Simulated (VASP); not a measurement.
# ZrSi2 (P-6m2) in VASP: further runs

ZrSi2 is run at these levels: PBE; tasks: single point.

Program: VASP 6.6.1. These are calculated values, not measurements. Logs are shortened: lines on timing, memory, paths and dates and some standing lists are left out, and cuts for length are marked.

### Step 1. The cell of the first run

Symmetry: P-6m2, No. 187, hexagonal system. Conventional cell: a = 4.559 Å, b = 4.559 Å, c = 2.974 Å, α = 90.00°, β = 90.00°, γ = 120.00°. Zr (site symmetry -6m2) has 9 Si at 2.63 to 3.02 Å and 2 Zr at 2.97 Å within 3.5 Å. Within 3.9 Å of Si (site symmetry -6m2) lie 8 Si at 2.97 to 3.02 Å and 6 Zr at 3.02 Å. Within 3.5 Å of Si (site symmetry -6m2) lie 3 Zr at 2.63 Å and 8 Si at 2.97 to 3.02 Å.

The cell was generated, and may not be a known phase.

### Step 2. Single point, PBE

INCAR

```
PREC     = Accurate       # precision mode
ENCUT    = 500            # plane-wave cutoff, eV
EDIFF    = 1E-6           # SCF threshold, eV
ISMEAR   = 0              # smearing method
SIGMA    = 0.2            # smearing width, eV
LREAL    = F              # projectors in reciprocal space
LASPH    = T              # aspherical terms in the spheres
NELM     = 120            # most SCF steps
ALGO     = Normal         # electronic algorithm
ISIF     = 2              # what is computed and relaxed
LWAVE    = F              # write WAVECAR
LCHARG   = F              # write CHGCAR
GGA      = PE             # functional
NBANDS   = 17             # bands
GGA_COMPAT= F
```

KPOINTS

```
Automatic mesh
0
Gamma
  7 7 4
```

POSCAR

```
ZrSi2
1.0
    4.5591684727     -0.0000000039      0.0000000000
   -2.2795842329      3.9483557194      0.0000000000
    0.0000000000      0.0000000000      2.9740051254
Zr Si
1 2
Direct
    0.3333333333      0.6666666667      0.5000000000
    0.0000000000      0.0000000000      0.0000000000
    0.6666666667      0.3333333333      0.5000000000
```

Potentials or basis: VASP PAW PBE potentials, release 64 (Zr_sv, Si).

On the command line:

```sh
> cat potpaw_PBE.64/Zr_sv/POTCAR potpaw_PBE.64/Si/POTCAR > POTCAR
> mpirun -np 1 vasp_std > vasp.out
```

OUTCAR:

```text
PREC = Accurate
   ENCUT = 500
   EDIFF = 1E-6
   ISMEAR = 0
   LREAL = F
   LASPH = T
   NELM = 120
   ISIF = 2
   GGA = PE

 ion  position               nearest neighbor table
   1  0.333  0.667  0.500-   3 2.63   3 2.63   3 2.63   2 3.02   2 3.02   2 3.02   2 3.02   2 3.02
                             2 3.02
   2  0.000  0.000  0.000-   1 3.02   3 3.02   1 3.02   3 3.02   1 3.02   1 3.02   3 3.02   3 3.02
                             3 3.02   3 3.02   1 3.02   1 3.02
   3  0.667  0.333  0.500-   1 2.63   1 2.63   1 2.63   2 3.02   2 3.02   2 3.02   2 3.02   2 3.02
                             2 3.02

  LATTYP: Found a hexagonal cell.
 ALAT       =     4.5591684727
 C/A-ratio  =     0.6523130573

  Lattice vectors:

 A1 = (   4.5591684727,  -0.0000000039,   0.0000000000)
 A2 = (  -2.2795842329,   3.9483557194,   0.0000000000)
 A3 = (   0.0000000000,   0.0000000000,   2.9740051254)

Analysis of symmetry for initial positions (statically):
=====================================================================
 Subroutine PRICEL returns:
 Original cell was already a primitive cell.

 Routine SETGRP: Setting up the symmetry group for a
 hexagonal supercell.

 Subroutine GETGRP returns: Found 12 space group operations
 (whereof 12 operations were pure point group operations)
 out of a pool of 24 trial point group operations.

The static configuration has the point symmetry D_3h.

Analysis of symmetry for dynamics (positions and initial velocities):
=====================================================================
 Subroutine PRICEL returns:
 Original cell was already a primitive cell.

 Routine SETGRP: Setting up the symmetry group for a
 hexagonal supercell.

 Subroutine GETGRP returns: Found 12 space group operations
 (whereof 12 operations were pure point group operations)
 out of a pool of 24 trial point group operations.

The dynamic configuration has the point symmetry D_3h.

 Subroutine INISYM returns: Found 12 space group operations
 (whereof 12 operations are pure point group operations),
 and found     1 'primitive' translations

----------------------------------------------------------------------------------------

                                     Primitive cell

  volume of cell :      53.5357

  direct lattice vectors                    reciprocal lattice vectors
     4.559168473 -0.000000004  0.000000000     0.219338243  0.126634993  0.000000000
    -2.279584233  3.948355719  0.000000000     0.000000000  0.253269987  0.000000000
     0.000000000  0.000000000  2.974005125     0.000000000  0.000000000  0.336246899

  length of vectors
     4.559168473  4.559168473  2.974005125     0.253269987  0.253269987  0.336246899

  position of ions in fractional coordinates (direct lattice)
     0.333333333  0.666666667  0.500000000
     0.000000000  0.000000000  0.000000000
     0.666666667  0.333333333  0.500000000

  ion indices of the primitive-cell ions
   primitive index   ion index
                 1           1
                 2           2
                 3           3

----------------------------------------------------------------------------------------

 KPOINTS: Automatic mesh

Automatic generation of k-mesh.
 Grid dimensions read from file:
 generate k-points for:    7    7    4

 Generating k-lattice:

  Cartesian coordinates                     Fractional coordinates (reciprocal lattice)
     0.031334035  0.018090713  0.000000000     0.142857143  0.000000000  0.000000000
     0.000000000  0.036181427  0.000000000     0.000000000  0.142857143  0.000000000
     0.000000000  0.000000000  0.084061725     0.000000000  0.000000000  0.250000000

  Length of vectors
     0.036181427  0.036181427  0.084061725

  Shift w.r.t. Gamma in fractional coordinates (k-lattice)
     0.000000000  0.000000000  0.000000000

 Subroutine IBZKPT returns following result:
 ===========================================

 Found     24 irreducible k-points:

 Following reciprocal coordinates:
            Coordinates               Weight
  0.000000  0.000000  0.000000      1.000000
  0.142857  0.000000  0.000000      6.000000
  0.285714  0.000000  0.000000      6.000000
  0.428571  0.000000  0.000000      6.000000
  0.142857  0.142857  0.000000      6.000000
  0.285714  0.142857  0.000000     12.000000
[... 16 lines left out ...]
  0.428571  0.142857  0.500000      6.000000
  0.285714  0.285714  0.500000      6.000000
   k-points           NKPTS =     24   k-points in BZ     NKDIM =     24   number of bands    NBANDS=     17
   number of dos      NEDOS =    301   number of ions     NIONS =      3
   total plane-waves  NPLWV =  31104
   dimension x,y,z NGX =    36 NGY =   36 NGZ =   24
   dimension x,y,z NGXF=    72 NGYF=   72 NGZF=   48
   ions per type =               1   2
   NGX,Y,Z   is equivalent  to a cutoff of  13.13, 13.13, 13.42 a.u.
   NGXF,Y,Z  is equivalent  to a cutoff of  26.25, 26.25, 26.83 a.u.
 SYSTEM =  unknown system
   PREC   = accura    normal or accurate (medium, high low for compatibility)
   ISTART =      0    job   : 0-new  1-cont  2-samecut
   ICHARG =      2    charge: 1-file 2-atom 10-const
   ISPIN  =      1    spin polarized calculation?
   LNONCOLLINEAR =      F non collinear calculations
   LSORBIT =      F    spin-orbit coupling
   LASPH  =      T    aspherical Exc in radial PAW
   ENCUT  =  500.0 eV  36.75 Ry    6.06 a.u.   8.31  8.31  5.42*2*pi/ulx,y,z
   NELM   =    120;   NELMIN=  2; NELMDL= -5     # of ELM steps
   EDIFF  = 0.1E-05   stopping-criterion for ELM
   LREAL  =      F    real-space projection
   EDIFFG = 0.1E-04   stopping-criterion for IOM
   NSW    =      0    number of steps for IOM
   IBRION =     -1    ionic relax: 0-MD 1-quasi-New 2-CG
   NFREE  =      0    steps in history (QN), initial steepest desc. (CG)
   ISIF   =      2    stress and relaxation
   ISYM   =      2    0-nonsym 1-usesym 2-fastsym
   POTIM  = 0.5000    time-step for ionic-motion
   TEBEG  =    0.0;   TEEND  =   0.0 temperature during run
   PSTRESS=    0.0 pullay stress
   NELECT =      20.0000    total number of electrons
   NUPDOWN=      -1.0000    fix difference up-down
   EMIN   =  10.00;   EMAX   =-10.00  energy-range for DOS
   EFERMI =   0.00;   METHOD = LEGACY
   ISMEAR =     0;   SIGMA  =   0.20  broadening in eV -4-tet -1-fermi 0-gaus
   EFERMI_NEDOS =   21; number of points for ismear=-14 and -15
   IALGO  =     38    algorithm
   IMIX   =      4    mixing-type and parameters
     AMIX     =   0.40;   BMIX     =  1.00
     AMIX_MAG =   1.60;   BMIX_MAG =  1.00
  volume/ion in A,a.u.               =      17.85       120.43
  Fermi-wavevector in a.u.,A,eV,Ry     =   1.179063  2.228106 18.914672  1.390189
  Thomas-Fermi vector in A             =   2.315381
   LORBIT       =      0    0 simple, 1 ext, 2 COOP (PROOUT), +10 PAW based schemes
   GGA     = PE    functional components
   LHFCALC =     F    Hartree Fock is set to
   AEXX    =    0.0000 exact exchange contribution
   IVDW    =     0    specifies the selected vdW correction
   LEPSILON=     F    determine dielectric tensor
   LRPA    =     F    only Hartree local field effects (RPA)
 non-spin polarized calculation
 Gauss-broadening in eV      SIGMA  =   0.20
  energy-cutoff  :      500.00
  volume of cell :       53.54
 maximum number of plane-waves:      1373
 NGX is ok and might be reduce to    36
   NGX = 17   NGY = 17   NGZ = 11

 number of electron      20.0000000 magnetization

 Free energy of the ion-electron system (eV)
  ---------------------------------------------------
  ext. energy  EPLUGINS =         0.00000000
  ---------------------------------------------------
  free energy    TOTEN  =       -18.97723783 eV

  energy without entropy =      -18.93338803  energy(sigma->0) =      -18.95531293

 E-fermi :   8.8117     XC(G=0): -11.0289

 val. band max:        8.7451118545   @ k =   0.1429   0.1429   0.0000
 cond. band min:       8.8457073561   @ k =   0.2857   0.2857   0.2500
 fundamental gap:      0.1005955016
 Fermi energy:         8.8117453465

 k-point     1 :       0.0000    0.0000    0.0000
  band No.  band energies     occupation
      1     -39.4495      2.00000
      2     -17.5868      2.00000
      3     -17.5868      2.00000
      4     -17.0393      2.00000
      5      -2.3254      2.00000
      6       4.4952      2.00000
[... 9 lines left out ...]
     16      14.7868      0.00000
     17      15.3040      0.00000

 k-point     2 :       0.1429    0.0000    0.0000
  band No.  band energies     occupation
      1     -39.4493      2.00000
      2     -17.5956      2.00000
      3     -17.5887      2.00000
      4     -17.0390      2.00000
      5      -2.1132      2.00000
      6       3.0076      2.00000
[... 9 lines left out ...]
     16      14.9016      0.00000
     17      16.2027      0.00000

 k-point     3 :       0.2857    0.0000    0.0000
  band No.  band energies     occupation
      1     -39.4487      2.00000
      2     -17.6150      2.00000
      3     -17.5929      2.00000
      4     -17.0383      2.00000
      5      -1.5144      2.00000
      6       1.6848      2.00000
[... 9 lines left out ...]
     16      15.1938      0.00000
     17      16.2749      0.00000

 k-point     4 :       0.4286    0.0000    0.0000
  band No.  band energies     occupation
      1     -39.4483      2.00000
      2     -17.6305      2.00000
      3     -17.5963      2.00000
      4     -17.0377      2.00000
      5      -0.6619      2.00000
      6       0.5674      2.00000
[... 9 lines left out ...]
     16      15.4953      0.00000
     17      15.8157      0.00000
[... 343 lines left out ...]
      1     -39.3372      2.00000
      2     -18.0140      2.00000
      3     -17.4891      2.00000
      4     -17.4718      2.00000
      5       2.3372      2.00000
      6       2.5845      2.00000
[... 9 lines left out ...]
     16      13.4858      0.00000
     17      15.6677      0.00000

 k-point    23 :       0.4286    0.1429    0.5000
  band No.  band energies     occupation
      1     -39.3370      2.00000
      2     -18.0129      2.00000
      3     -17.4939      2.00000
      4     -17.4739      2.00000
      5       2.4664      2.00000
      6       2.9993      2.00000
[... 9 lines left out ...]
     16      14.5180      0.00000
     17      15.9944      0.00000

 k-point    24 :       0.2857    0.2857    0.5000
  band No.  band energies     occupation
      1     -39.3370      2.00000
      2     -18.0126      2.00000
      3     -17.4897      2.00000
      4     -17.4798      2.00000
      5       2.5943      2.00000
      6       3.0343      2.00000
[... 9 lines left out ...]
     16      15.0368      0.00000
     17      15.3460      0.00000

------------------------ aborting loop because EDIFF is reached ----------------------------------------

  FORCE on cell =-STRESS in cart. coord.  units (eV):
  Direction    XX          YY          ZZ          XY          YZ          ZX
  --------------------------------------------------------------------------------------
  -------------------------------------------------------------------------------------
  Total       -0.0103161     -0.0103161     -0.2105816     -0.0000000     -0.0000000      0.0000000
  in kB       -0.3087330     -0.3087330     -6.3021296     -0.0000000     -0.0000000      0.0000000
  external PRESSURE =      -2.3065319 kB  Pullay stress =       0.0000000 kB

 VOLUME and BASIS-vectors are now :
 -----------------------------------------------------------------------------
  energy-cutoff  :      500.00
  volume of cell :       53.54
      direct lattice vectors                 reciprocal lattice vectors
     4.559168473 -0.000000004  0.000000000     0.219338243  0.126634993  0.000000000
    -2.279584233  3.948355719  0.000000000     0.000000000  0.253269987  0.000000000
     0.000000000  0.000000000  2.974005125     0.000000000  0.000000000  0.336246899

 POSITION                                       TOTAL-FORCE (eV/Angst)
 -----------------------------------------------------------------------------------
      0.00000      2.63224      1.48700        -0.000000     -0.000000      0.000000
      0.00000      0.00000      0.00000         0.000000     -0.000000      0.000000
      2.27958      1.31612      1.48700         0.000000      0.000000      0.000000
 -----------------------------------------------------------------------------------
    total drift:                                0.000000     -0.000000     -0.000000

  FREE ENERGIE OF THE ION-ELECTRON SYSTEM (eV)
  ---------------------------------------------------
  free  energy   TOTEN  =       -18.9772378288 eV

  energy  without entropy=      -18.9333880309  energy(sigma->0) =      -18.95531293
```

Wall time 17 s (1 thread of Intel Xeon 8259CL, shared host); peak memory 0.18 GiB.

What came out:

```
Free energy            : -18.9772 eV
Pressure               : -0.2 GPa
Band gap on the k mesh : zero (bands 10 and 11 overlap by 1.18 eV)
```

Stress tensor (GPa, compression positive):
```
-0.03  0.00  0.00
 0.00 -0.03  0.00
 0.00  0.00 -0.63
```

Levels at points of the mesh, in eV from the Fermi level:
```
           k point  band 6  band 7  band 8  band 9  band 10  band 11  band 12  band 13  band 14  band 15
(0.00, 0.00, 0.00)   -4.32   -4.12   -4.12   -1.28     0.85     0.85     3.69     3.81     3.81     5.98
(0.00, 0.00, 0.50)   -6.79   -1.68   -1.68   -1.31    -1.31    -0.32     0.12     1.39     1.39     5.59
```

Caveat: the k points lie up to 0.53 Å⁻¹ apart, too coarse for converged energies and pressures of a metal.

### Step 3. Single point, PBE

This run uses another cell than the first one, of 18.27 Å³/atom.

INCAR

```
SYSTEM = ZrSi2
PREC     = Accurate       ! precision mode
ENCUT    = 500            ! plane-wave cutoff, eV
EDIFF    = 1E-6           ! SCF threshold, eV
ISMEAR   = 0              ! smearing method
SIGMA    = 0.2            ! smearing width, eV
LREAL    = .FALSE.        ! projectors in reciprocal space
LASPH    = .TRUE.         ! aspherical terms in the spheres
NELM     = 120            ! most SCF steps
ALGO     = Normal         ! electronic algorithm
ISIF     = 2              ! what is computed and relaxed
LWAVE    = .FALSE.        ! write WAVECAR
LCHARG   = .FALSE.        ! write CHGCAR
GGA      = PE             ! functional
NBANDS   = 17             ! bands
GGA_COMPAT= .FALSE.
```

KPOINTS

```
Automatic mesh
0
G
  7 7 4
  0 0 0
```

POSCAR

```
ZrSi2
1.0
    3.0909664997      0.0000000000      0.0000000000
   -1.5454832498      2.6768555110      0.0000000000
    0.0000000000      0.0000000000      6.6231662278
Zr Si
1 2
Direct
    0.0000000000      0.0000000000      0.0000000000
    0.3333333333      0.6666666667      0.6762241821
    0.3333333333      0.6666666667      0.3237758179
```

Potentials or basis: VASP PAW PBE potentials, release 64 (Zr_sv, Si).

On the command line:

```sh
> cat potpaw_PBE.64/Zr_sv/POTCAR potpaw_PBE.64/Si/POTCAR > POTCAR
> mpirun -np 1 vasp_std > vasp.out
```

Wall time 18 s (1 thread of Intel Xeon 8259CL, shared host); peak memory 0.18 GiB.

Results (log left out):

| Property | Result |
| --- | --- |
| Free energy | -19.7221 eV |
| Pressure | 0.2 GPa |
| Largest force | 0.017 eV/Å |
| Band gap on the k mesh | zero (bands 10 and 11 overlap by 2.83 eV) |

Forces on the atoms (eV/Å):
```
Zr   0.000  0.000  0.000
Si   0.000  0.000 -0.017
Si   0.000  0.000  0.017
```

Stress tensor (GPa, compression positive):
```
-0.01  0.00  0.00
 0.00 -0.01  0.00
 0.00  0.00  0.68
```

Levels at points of the mesh, in eV from the Fermi level:
```tsv
k point	band 6	band 7	band 8	band 9	band 10	band 11	band 12	band 13	band 14	band 15
(0.00, 0.00, 0.00)	-8.03	-5.55	-1.31	1.01	1.01	2.95	3.18	3.18	5.70	5.70
(0.00, 0.00, 0.50)	-9.24	-3.11	-2.99	1.03	1.03	2.86	3.07	3.07	5.77	5.77
```

The gap in the log of VASP goes by the Fermi energy; the results here count the filled bands.